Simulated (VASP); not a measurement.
Wanted: the native input for a VASP 6.6.1 run.

```
Task                   : single point
Functional             : r2SCAN
Potentials or basis    : VASP PAW PBE potentials, release 64 (Nb_sv)
Cutoff                 : 520 eV
k mesh                 : 13 × 13 × 13
Occupations            : fermi-dirac, width 0.1 eV
Spin                   : no spin polarisation
Dipole correction      : no
Further INCAR settings : ALGO = Normal; EDIFF = 1e-06; NBANDS = 12
```

Crystal: Nb.

```
Nb
1.0
    -1.65113    1.65113    1.65113
     1.65113   -1.65113    1.65113
     1.65113    1.65113   -1.65113
Nb
1
Direct
  0.00000 0.00000 0.00000
```

The input as run:

POSCAR

```
Nb
1.0
   -1.6511317439      1.6511317439      1.6511317439
    1.6511317439     -1.6511317439      1.6511317439
    1.6511317439      1.6511317439     -1.6511317439
Nb
1
Direct
    0.0000000000      0.0000000000      0.0000000000
```

INCAR.step1

```
SYSTEM = Nb
PREC     = Accurate       ! precision mode
ENCUT    = 520            ! plane-wave cutoff, eV
ISMEAR   = -1             ! smearing method
SIGMA    = 0.1            ! smearing width, eV
LREAL    = .FALSE.        ! projectors in reciprocal space
LASPH    = .TRUE.         ! aspherical terms in the spheres
NELM     = 100            ! most SCF steps
NBANDS   = 12             ! bands
GGA      = PE             ! functional
ALGO     = Normal         ! electronic algorithm
EDIFF    = 1E-4           ! SCF threshold, eV
LWAVE    = .TRUE.         ! write WAVECAR
LCHARG   = .FALSE.        ! write CHGCAR
```

INCAR.step2

```
SYSTEM = Nb
PREC     = Accurate       ! precision mode
ENCUT    = 520            ! plane-wave cutoff, eV
EDIFF    = 1E-6           ! SCF threshold, eV
ISMEAR   = -1             ! smearing method
SIGMA    = 0.1            ! smearing width, eV
LREAL    = .FALSE.        ! projectors in reciprocal space
LASPH    = .TRUE.         ! aspherical terms in the spheres
NELM     = 100            ! most SCF steps
ALGO     = Normal         ! electronic algorithm
ISIF     = 2              ! what is computed and relaxed
LWAVE    = .FALSE.        ! write WAVECAR
LCHARG   = .FALSE.        ! write CHGCAR
METAGGA  = R2SCAN         ! meta-GGA
LMIXTAU  = .TRUE.       
NBANDS   = 12             ! bands
ISTART   = 1
```

KPOINTS

```
Automatic mesh
0
G
  13 13 13
  0 0 0
```

Potentials or basis: VASP PAW PBE potentials, release 64 (Nb_sv).

Launch:

```sh
$ cat potpaw_PBE.64/Nb_sv/POTCAR > POTCAR
$ cp INCAR.step1 INCAR
$ mpirun -np 1 vasp_std > vasp.out
$ cp INCAR.step2 INCAR
$ mpirun -np 1 vasp_std > vasp.out
```

Results of the run:

- Pressure: -0.2 GPa

Caveat: the PAW data sets were made with another functional, which shifts forces and pressure a little.

Run time: 31 s on 1 thread of Intel(R) Xeon(R) Platinum 8375C CPU @ 2.90GHz (Ice Lake) (shared host), peak memory 0.15 GiB.
